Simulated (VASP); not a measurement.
Wanted: the native input for a VASP 6.6.1 run.

- Task: relaxation of cell and atoms
- Functional: PBE
- Potentials or basis: VASP PAW PBE potentials, release 64 (Sn_d, Ge_d)
- Cutoff: 600 eV
- k mesh: 4 × 4 × 6
- Occupations: gaussian, width 0.1 eV
- Spin: no spin polarisation
- Dipole correction: no
- Further INCAR settings: ALGO = Normal; EDIFF = 1e-07; IBRION = 2; EDIFFG = -0.04; NSW = 90; ISIF = 3

The structure of SnGe5 lies in POSCAR:

```
SnGe5
1.0
    6.2906211100      0.0000000000      0.0000000000
    0.0000000000      6.2906211100      0.0000000000
    0.0000000000      0.0000000000      3.3982647000
Sn Ge
1 5
Direct
    0.0000000000      0.0000000000      0.5000000000
    0.2868783300      0.2868783300      0.5000000000
    0.7131216700      0.7131216700      0.5000000000
    0.7131216700      0.2868783300      0.5000000000
    0.2868783300      0.7131216700      0.5000000000
    0.5000000000      0.5000000000      0.5000000000
```

These files were run (other wordings do the same):

INCAR

```
ALGO     = Normal         # electronic algorithm
EDIFF    = 1E-7           # SCF threshold, eV
EDIFFG   = -0.04          # ionic threshold
ENCUT    = 600            # plane-wave cutoff, eV
GGA      = PE             # functional
IBRION   = 2              # ionic algorithm
ISIF     = 3              # what is computed and relaxed
ISMEAR   = 0              # smearing method
LASPH    = True           # aspherical terms in the spheres
LCHARG   = False          # write CHGCAR
LREAL    = False          # projectors in reciprocal space
LWAVE    = False          # write WAVECAR
NELM     = 60             # most SCF steps
NSW      = 90             # ionic steps
PREC     = Accurate       # precision mode
SIGMA    = 0.1            # smearing width, eV
```

KPOINTS

```
k-points
0
Gamma
  4 4 6
```

Potentials or basis: VASP PAW PBE potentials, release 64 (Sn_d, Ge_d).

Run with:

```console
$ cat potpaw_PBE.64/Sn_d/POTCAR potpaw_PBE.64/Ge_d/POTCAR > POTCAR
$ mpirun -np 1 vasp_std > vasp.out
```

Results of the run:

| Property | Result |
| --- | --- |
| Relaxed volume | 27.07 Å³/atom |
| Relaxed cell | a = 7.634 Å, b = 7.634 Å, c = 2.787 Å, α = 90.00°, β = 90.00°, γ = 90.00° |
| Space group after relaxing (to 0.05 Å) | P4/mmm (No. 123) |
| Energy gained by relaxing | 2107.1 meV/atom |
| Ionic steps | 19 |
| Pressure after relaxing | -0.1 GPa |
| Largest force after relaxing | 0.033 eV/Å |
| Band gap on the k mesh | zero (band 42 reaches 4.94 eV, above the bottom of band 43 at 2.49 eV) |

Caveat: the volume moved by over 15 % at a fixed basis, so the end points are rough; spin-orbit coupling is left out, which moves the levels of the heavy elements.

Run time: 52 min on 1 thread of Intel(R) Xeon(R) Platinum 8259CL CPU @ 2.50GHz (Skylake/Cascade Lake), on a shared host, peak memory 0.36 GiB.
